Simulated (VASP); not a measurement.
# GeH14C20 in VASP: single point with LDA

Aim: the single point of GeH14C20 with LDA.

Program: VASP 6.6.1. These are calculated values, not measurements. Logs are shortened: lines on timing, memory, paths and dates and some standing lists are left out, and cuts for length are marked.

### 1 The cell of the first run

The cell holds a slab with vacuum, 35 atoms: a = 5.049 Å, b = 5.049 Å, c = 16.836 Å, α = 90.00°, β = 90.00°, γ = 90.00°.

### 2 Single point, LDA

Contents of INCAR:

```
PREC     = Accurate       # precision mode
ENCUT    = 520            # plane-wave cutoff, eV
EDIFF    = 1E-6           # SCF threshold, eV
ISMEAR   = -1             # smearing method
SIGMA    = 0.05           # smearing width, eV
LREAL    = Auto         
LASPH    = T              # aspherical terms in the spheres
NELM     = 80             # most SCF steps
ALGO     = Normal         # electronic algorithm
ISIF     = 2              # what is computed and relaxed
LWAVE    = F              # write WAVECAR
LCHARG   = F              # write CHGCAR
NBANDS   = 77             # bands
```

Contents of KPOINTS:

```
regular mesh
0
Gamma
  2 2 1
```

Contents of POSCAR:

```
GeH14C20
1.0
    5.0487420000      0.0000000000      0.0000000000
    0.0000000000      5.0487420000      0.0000000000
    0.0000000000      0.0000000000     16.8355610000
H C Ge
14 20 1
Direct
    0.4277868000      0.0000000000      0.0593981000
    0.0722132000      0.0000000000      0.0593981000
    0.9277868000      0.0000000000      0.0593981000
    0.5722132000      0.0000000000      0.0593981000
    0.4277868000      0.5000000000      0.0593981000
    0.0722132000      0.5000000000      0.0593981000
    0.9277868000      0.5000000000      0.0593981000
    0.5722132000      0.5000000000      0.0593981000
    0.2505213827      0.5019147985      0.3618549022
    0.7501572428      0.4924797617      0.3637092254
   -0.2508307486      0.0053290201      0.3627581442
    0.4994580791      0.1058318425      0.4573592976
    0.0212908516      0.1947600119      0.4545281166
    0.1827825151     -0.2692290250      0.4456955856
    0.2500000000      0.0000000000      0.0970980000
    0.7500000000      0.0000000000      0.0970980000
    0.2500000000      0.5000000000      0.0970980000
    0.7500000000      0.5000000000      0.0970980000
    0.2500000000      0.2500000000      0.1501108000
    0.7500000000      0.2500000000      0.1501108000
    0.2500000000      0.7500000000      0.1501108000
    0.7500000000      0.7500000000      0.1501108000
    0.0003540419      0.2500436823      0.1982057621
    0.4996423781      0.2497705414      0.1982363937
    0.0001880410      0.7501455075      0.2064209461
    0.4999644216      0.7499772155      0.2064345028
    0.0002491037      0.0175444183      0.2556422329
    0.4996495551      0.0171382918      0.2558331003
   -0.0000440980      0.4830862075      0.2551582077
    0.5004985884      0.4828418172      0.2550704518
    0.2497580498      0.0911408516      0.3043036899
    0.7501529135      0.0892478608      0.3022559789
    0.2506100526      0.4130307975      0.3019020303
    0.7501092983      0.4099473348      0.3028430804
    0.2383168841      0.0165958524      0.4190063850
```

Potentials or basis: VASP PAW LDA potentials, release 64 (H, C, Ge_d).

On the command line:

```sh
$ cat potpaw_LDA.64/H/POTCAR potpaw_LDA.64/C/POTCAR potpaw_LDA.64/Ge_d/POTCAR > POTCAR
$ mpirun -np 1 vasp_std > vasp.out
```

OUTCAR:

```text
PREC = Accurate
   ENCUT = 520
   EDIFF = 1E-6
   ISMEAR = -1
   LREAL = Auto
   LASPH = T
   NELM = 80
   ISIF = 2

 ion  position               nearest neighbor table
   1  0.428  0.000  0.059-   4 0.73  15 1.10
   2  0.072  0.000  0.059-   3 0.73  15 1.10
   3  0.928  0.000  0.059-   2 0.73  16 1.10
   4  0.572  0.000  0.059-   1 0.73  16 1.10
   5  0.428  0.500  0.059-   8 0.73  17 1.10
   6  0.072  0.500  0.059-   7 0.73  17 1.10
   7  0.928  0.500  0.059-   6 0.73  18 1.10
   8  0.572  0.500  0.059-   5 0.73  18 1.10
   9  0.251  0.502  0.362-  33 1.10
  10  0.750  0.492  0.364-  34 1.11
  11  0.749  0.005  0.363-  32 1.10
  12  0.499  0.106  0.457-  35 1.54
  13  0.021  0.195  0.455-  35 1.54
  14  0.183  0.731  0.446-  35 1.54
  15  0.250  0.000  0.097-   1 1.10   2 1.10  19 1.55  21 1.55
  16  0.750  0.000  0.097-   3 1.10   4 1.10  20 1.55  22 1.55
  17  0.250  0.500  0.097-   5 1.10   6 1.10  19 1.55  21 1.55
  18  0.750  0.500  0.097-   7 1.10   8 1.10  20 1.55  22 1.55
  19  0.250  0.250  0.150-  23 1.50  24 1.50  15 1.55  17 1.55
  20  0.750  0.250  0.150-  23 1.50  24 1.50  16 1.55  18 1.55
[... 13 lines left out ...]
  34  0.750  0.410  0.303-  10 1.11  30 1.54  29 1.54  32 1.62
  35  0.238  0.017  0.419-  12 1.54  14 1.54  13 1.54  31 1.97

  LATTYP: Found a simple tetragonal cell.
 ALAT       =     5.0487420000
 C/A-ratio  =     3.3346051353

  Lattice vectors:

 A1 = (   5.0487420000,   0.0000000000,   0.0000000000)
 A2 = (   0.0000000000,   5.0487420000,   0.0000000000)
 A3 = (   0.0000000000,   0.0000000000,  16.8355610000)

Analysis of symmetry for initial positions (statically):
=====================================================================
 Subroutine PRICEL returns:
 Original cell was already a primitive cell.

 Routine SETGRP: Setting up the symmetry group for a
 simple tetragonal supercell.

 Subroutine GETGRP returns: Found  1 space group operations
 (whereof  1 operations were pure point group operations)
 out of a pool of 16 trial point group operations.

The static configuration has the point symmetry C_1 .

Analysis of symmetry for dynamics (positions and initial velocities):
=====================================================================
 Subroutine PRICEL returns:
 Original cell was already a primitive cell.

 Routine SETGRP: Setting up the symmetry group for a
 simple tetragonal supercell.

 Subroutine GETGRP returns: Found  1 space group operations
 (whereof  1 operations were pure point group operations)
 out of a pool of 16 trial point group operations.

The dynamic configuration has the point symmetry C_1 .

 Subroutine INISYM returns: Found  1 space group operations
 (whereof  1 operations are pure point group operations),
 and found     1 'primitive' translations

----------------------------------------------------------------------------------------

                                     Primitive cell

  volume of cell :     429.1350

  direct lattice vectors                    reciprocal lattice vectors
     5.048742000  0.000000000  0.000000000     0.198069143  0.000000000  0.000000000
     0.000000000  5.048742000  0.000000000     0.000000000  0.198069143  0.000000000
     0.000000000  0.000000000 16.835561000     0.000000000  0.000000000  0.059398080

  length of vectors
     5.048742000  5.048742000 16.835561000     0.198069143  0.198069143  0.059398080

  position of ions in fractional coordinates (direct lattice)
     0.427786800  0.000000000  0.059398100
     0.072213200  0.000000000  0.059398100
     0.927786800  0.000000000  0.059398100
     0.572213200  0.000000000  0.059398100
     0.427786800  0.500000000  0.059398100
     0.072213200  0.500000000  0.059398100
[... 27 lines left out ...]
     0.750109298  0.409947335  0.302843080
     0.238316884  0.016595852  0.419006385

  ion indices of the primitive-cell ions
   primitive index   ion index
                 1           1
                 2           2
                 3           3
                 4           4
                 5           5
                 6           6
[... 27 lines left out ...]
                34          34
                35          35

----------------------------------------------------------------------------------------

 KPOINTS: regular mesh

Automatic generation of k-mesh.
 Grid dimensions read from file:
 generate k-points for:    2    2    1

 Generating k-lattice:

  Cartesian coordinates                     Fractional coordinates (reciprocal lattice)
     0.099034571  0.000000000  0.000000000     0.500000000  0.000000000  0.000000000
     0.000000000  0.099034571  0.000000000     0.000000000  0.500000000  0.000000000
     0.000000000  0.000000000  0.059398080     0.000000000  0.000000000  1.000000000

  Length of vectors
     0.099034571  0.099034571  0.059398080

  Shift w.r.t. Gamma in fractional coordinates (k-lattice)
     0.000000000  0.000000000  0.000000000

 Subroutine IBZKPT returns following result:
 ===========================================

 Found      4 irreducible k-points:

 Following reciprocal coordinates:
            Coordinates               Weight
  0.000000  0.000000  0.000000      1.000000
  0.500000  0.000000  0.000000      1.000000
  0.000000  0.500000  0.000000      1.000000
  0.500000  0.500000  0.000000      1.000000
   k-points           NKPTS =      4   k-points in BZ     NKDIM =      4   number of bands    NBANDS=     77
   number of dos      NEDOS =    301   number of ions     NIONS =     35
   total plane-waves  NPLWV = 201600
   dimension x,y,z NGX =    40 NGY =   40 NGZ =  126
   dimension x,y,z NGXF=    80 NGYF=   80 NGZF=  252
   ions per type =              14  20   1
   NGX,Y,Z   is equivalent  to a cutoff of  13.17, 13.17, 12.44 a.u.
   NGXF,Y,Z  is equivalent  to a cutoff of  26.34, 26.34, 24.88 a.u.
 SYSTEM =  unknown system
   PREC   = accura    normal or accurate (medium, high low for compatibility)
   ISTART =      0    job   : 0-new  1-cont  2-samecut
   ICHARG =      2    charge: 1-file 2-atom 10-const
   ISPIN  =      1    spin polarized calculation?
   LNONCOLLINEAR =      F non collinear calculations
   LSORBIT =      F    spin-orbit coupling
   LASPH  =      T    aspherical Exc in radial PAW
   ENCUT  =  520.0 eV  38.22 Ry    6.18 a.u.   9.39  9.39 31.30*2*pi/ulx,y,z
   NELM   =     80;   NELMIN=  2; NELMDL= -5     # of ELM steps
   EDIFF  = 0.1E-05   stopping-criterion for ELM
   LREAL  =      T    real-space projection
   EDIFFG = 0.1E-04   stopping-criterion for IOM
   NSW    =      0    number of steps for IOM
   IBRION =     -1    ionic relax: 0-MD 1-quasi-New 2-CG
   NFREE  =      0    steps in history (QN), initial steepest desc. (CG)
   ISIF   =      2    stress and relaxation
   ISYM   =      2    0-nonsym 1-usesym 2-fastsym
   POTIM  = 0.5000    time-step for ionic-motion
   TEBEG  =    0.0;   TEEND  =   0.0 temperature during run
   PSTRESS=    0.0 pullay stress
   NELECT =     108.0000    total number of electrons
   NUPDOWN=      -1.0000    fix difference up-down
   EMIN   =  10.00;   EMAX   =-10.00  energy-range for DOS
   EFERMI =   0.00;   METHOD = LEGACY
   ISMEAR =    -1;   SIGMA  =   0.05  broadening in eV -4-tet -1-fermi 0-gaus
   EFERMI_NEDOS =   21; number of points for ismear=-14 and -15
   IALGO  =     38    algorithm
   IMIX   =      4    mixing-type and parameters
     AMIX     =   0.40;   BMIX     =  1.00
     AMIX_MAG =   1.60;   BMIX_MAG =  1.00
  volume/ion in A,a.u.               =      12.26        82.74
  Fermi-wavevector in a.u.,A,eV,Ry     =   1.033597  1.953216 14.535426  1.068324
  Thomas-Fermi vector in A             =   2.167852
   LORBIT       =      0    0 simple, 1 ext, 2 COOP (PROOUT), +10 PAW based schemes
   GGA     = CA    functional components
   LHFCALC =     F    Hartree Fock is set to
   AEXX    =    0.0000 exact exchange contribution
   IVDW    =     0    specifies the selected vdW correction
   LEPSILON=     F    determine dielectric tensor
   LRPA    =     F    only Hartree local field effects (RPA)
 non-spin polarized calculation
  energy-cutoff  :      520.00
  volume of cell :      429.14
 maximum number of plane-waves:     11574
 NGX is ok and might be reduce to    40
   NGX = 19   NGY = 19   NGZ = 63

 number of electron     108.0000012 magnetization

 Free energy of the ion-electron system (eV)
  ---------------------------------------------------
  ext. energy  EPLUGINS =         0.00000000
  ---------------------------------------------------
  free energy    TOTEN  =      -241.89345637 eV

  energy without entropy =     -241.89345637  energy(sigma->0) =     -241.89345637

 E-fermi :   2.2737     XC(G=0):  -6.1115

 val. band max:        1.2037155098   @ k =   0.0000   0.5000   0.0000
 cond. band min:       3.3418818317   @ k =   0.0000   0.0000   0.0000
 fundamental gap:      2.1381663220
 Fermi energy:         2.2736897645

 k-point     1 :       0.0000    0.0000    0.0000
  band No.  band energies     occupation
      1     -23.8697      2.00000
      2     -23.8655      2.00000
      3     -23.8325      2.00000
      4     -23.7846      2.00000
      5     -23.7809      2.00000
      6     -19.9564      2.00000
[... 58 lines left out ...]
     65       5.9017      0.00000
     66       6.2896      0.00000

 k-point     2 :       0.5000    0.0000    0.0000
  band No.  band energies     occupation
      1     -23.8693      2.00000
      2     -23.8656      2.00000
      3     -23.8324      2.00000
      4     -23.7848      2.00000
      5     -23.7808      2.00000
      6     -18.8192      2.00000
[... 58 lines left out ...]
     65       6.4737      0.00000
     66       6.5852      0.00000

 k-point     3 :       0.0000    0.5000    0.0000
  band No.  band energies     occupation
      1     -23.8693      2.00000
      2     -23.8655      2.00000
      3     -23.8324      2.00000
      4     -23.7847      2.00000
      5     -23.7810      2.00000
      6     -19.3910      2.00000
[... 58 lines left out ...]
     65       6.3103      0.00000
     66       6.4275      0.00000

 k-point     4 :       0.5000    0.5000    0.0000
  band No.  band energies     occupation
      1     -23.8690      2.00000
      2     -23.8657      2.00000
      3     -23.8323      2.00000
      4     -23.7848      2.00000
      5     -23.7809      2.00000
      6     -18.2656      2.00000
[... 58 lines left out ...]
     65       6.7422      0.00000
     66       6.8719      0.00000
 [bands above 66 left out]

------------------------ aborting loop because EDIFF is reached ----------------------------------------

  FORCE on cell =-STRESS in cart. coord.  units (eV):
  Direction    XX          YY          ZZ          XY          YZ          ZX
  --------------------------------------------------------------------------------------
  -------------------------------------------------------------------------------------
  Total       64.8482567    -14.8281176     -5.3379563     -0.1004580      0.0649798     -0.0585785
  in kB      242.1112331    -55.3608381    -19.9292816     -0.3750605      0.2426023     -0.2187031
  external PRESSURE =      55.6070378 kB  Pullay stress =       0.0000000 kB

 VOLUME and BASIS-vectors are now :
 -----------------------------------------------------------------------------
  energy-cutoff  :      520.00
  volume of cell :      429.14
      direct lattice vectors                 reciprocal lattice vectors
     5.048742000  0.000000000  0.000000000     0.198069143  0.000000000  0.000000000
     0.000000000  5.048742000  0.000000000     0.000000000  0.198069143  0.000000000
     0.000000000  0.000000000 16.835561000     0.000000000  0.000000000  0.059398080

 POSITION                                       TOTAL-FORCE (eV/Angst)
 -----------------------------------------------------------------------------------
      2.15979      0.00000      1.00000        -9.046562     -0.045280      0.081888
      0.36459      0.00000      1.00000         9.045266     -0.046172      0.081918
      4.68416      0.00000      1.00000        -9.046787     -0.045830      0.078889
      2.88896      0.00000      1.00000         9.046164     -0.043807      0.080825
      2.15979      2.52437      1.00000        -9.049715      0.045912      0.078570
      0.36459      2.52437      1.00000         9.050051      0.044373      0.079517
[... 27 lines left out ...]
      3.78711      2.06972      5.09853         0.002053      0.016960      0.030378
      1.20320      0.08379      7.05421        -0.023171     -0.015852      0.033301
 -----------------------------------------------------------------------------------
    total drift:                                0.005520      0.004558     -0.008874

  FREE ENERGIE OF THE ION-ELECTRON SYSTEM (eV)
  ---------------------------------------------------
  free  energy   TOTEN  =      -241.8934563690 eV

  energy  without entropy=     -241.8934563683  energy(sigma->0) =     -241.89345637
```

It used 1000 s of CPU time on 1 thread of AMD EPYC 7R13 Processor (Zen 3) (shared host).

What came out:

* Free energy: -241.8935 eV
* Largest force: 9.051 eV/Å
* Band gap on the k mesh: 2.14 eV, indirect (least direct gap 2.18 eV)

Forces on the atoms (eV/Å):
```
H   -9.047 -0.045  0.082
H    9.045 -0.046  0.082
H   -9.047 -0.046  0.079
H    9.046 -0.044  0.081
H   -9.050  0.046  0.079
H    9.050  0.044  0.080
H   -9.040  0.043  0.086
H    9.039  0.046  0.084
H    0.006  0.002  0.016
H   -0.002  0.017  0.044
H    0.022 -0.019  0.043
H    0.020  0.007  0.000
H   -0.001 -0.013 -0.006
H   -0.015  0.018  0.005
C    0.001 -0.145  1.349
C    0.005 -0.143  1.335
C    0.004  0.141  1.345
C   -0.008  0.144  1.387
C    0.003 -0.017 -3.410
C   -0.004 -0.113 -3.356
C    0.006  0.013  0.180
C    0.005  0.102  0.188
C    0.015 -0.004 -0.023
C   -0.010 -0.003 -0.023
C   -0.001  0.013  0.015
C   -0.005  0.009  0.014
C    0.010 -0.058  0.008
C    0.008 -0.062  0.017
C   -0.004  0.042  0.011
C    0.010  0.045  0.011
C   -0.022  0.018  0.049
C   -0.012  0.003  0.029
C   -0.010  0.004  0.057
C    0.002  0.017  0.030
Ge  -0.023 -0.016  0.033
```

Caveat: the k points lie up to 0.62 Å⁻¹ apart.
